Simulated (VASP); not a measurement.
# Cl: single point with PBEsol

Cl:

```xyz
1
Lattice="2.7691 0.0000 0.0000 0.0000 2.7691 0.0000 0.0000 0.0000 2.7691" Properties=species:S:1:pos:R:3 pbc="T T T"
Cl    0.0000    0.0000    0.0000
```

```
Program                : VASP 6.6.1
Task                   : single point
Functional             : PBEsol
Potentials or basis    : VASP PAW PBE potentials, release 64 (Cl)
Cutoff                 : 520 eV
k mesh                 : 6 × 6 × 6
Occupations            : fermi-dirac, width 0.02 eV
Spin                   : no spin polarisation
Dipole correction      : no
Further INCAR settings : ALGO = Normal; EDIFF = 1e-07; NBANDS = 10
```

| Quantity | Value |
| --- | --- |
| Pressure | -0.1 GPa |

Levels at points of the mesh, in eV from the Fermi level:
| k point | band 1 | band 2 | band 3 | band 4 | band 5 | band 6 | band 7 | band 8 |
| --- | --- | --- | --- | --- | --- | --- | --- | --- |
| (0.00, 0.00, 0.00) | -16.31 | 0.00 | 0.00 | 0.00 | 8.35 | 9.97 | 9.97 | 21.43 |
| (0.50, 0.00, 0.00) | -14.94 | -5.74 | 0.73 | 0.73 | 11.66 | 12.03 | 13.49 | 15.30 |
| (0.50, 0.50, 0.00) | -13.66 | -4.39 | -4.39 | 1.36 | 5.91 | 13.85 | 16.85 | 16.85 |
| (0.50, 0.50, 0.50) | -12.44 | -3.27 | -3.27 | -3.27 | 8.58 | 8.58 | 8.58 | 13.98 |

It took 3.4 s on 1 thread of Intel Xeon 8259CL (shared host), peak memory 0.13 GiB.

Caveat: the k points lie up to 0.38 Å⁻¹ apart; the PAW data sets were made with another functional, which shifts forces and pressure a little; an odd number of electrons without spin polarisation forces a metal; a magnetic or distorted state may lie lower.
